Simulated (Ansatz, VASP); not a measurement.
## BiTe in VASP and in Ansatz

```
Bi Te
1.0
     2.43875    1.40801    3.33926
    -2.43875    1.40801    3.33926
     0.00000   -2.81603    3.33926
Bi Te
1 1
Direct
  0.50000 0.50000 0.50000
  0.00000 0.00000 0.00000
```

Alike in both runs: task single point; functional HSE06; k mesh 4 × 4 × 4; occupations fermi-dirac, width 0.05 eV; no spin polarisation.

|  | VASP | Ansatz |
| --- | --- | --- |
| version | VASP 6.6.1 | Ansatz 0.2.0 |
| potentials or method | VASP PAW PBE potentials, release 64 (Bi_d, Te) | Ansatz PAW |
| plane-wave cutoff (eV) | 520 | 420 |
| valence electrons in the cell | 21 | 31 |

VASP gave:

```
gap on the k mesh at the Fermi level (eV)                     : none
pressure (GPa)                                                : -2.8
traceless stress, the component that is largest in VASP (GPa) : 0.58
```

**Question.** What did Ansatz give for the same quantities?

**Answer.** gap on the k mesh at the Fermi level (eV): none; pressure (GPa): -2.7; traceless stress, the component that is largest in VASP (GPa): 0.52.

A gap of «none» marks a metal or a gap that the smearing closes. With one functional, cell and mesh, what is left measures potentials, basis and numerics. VASP's potentials hold 21 valence electrons a cell and Ansatz's 31, so a difference there can come from the potentials and not from the codes.

The k mesh is coarse, so the values compare programs but aren't converged. Neither program's run includes spin-orbit coupling.
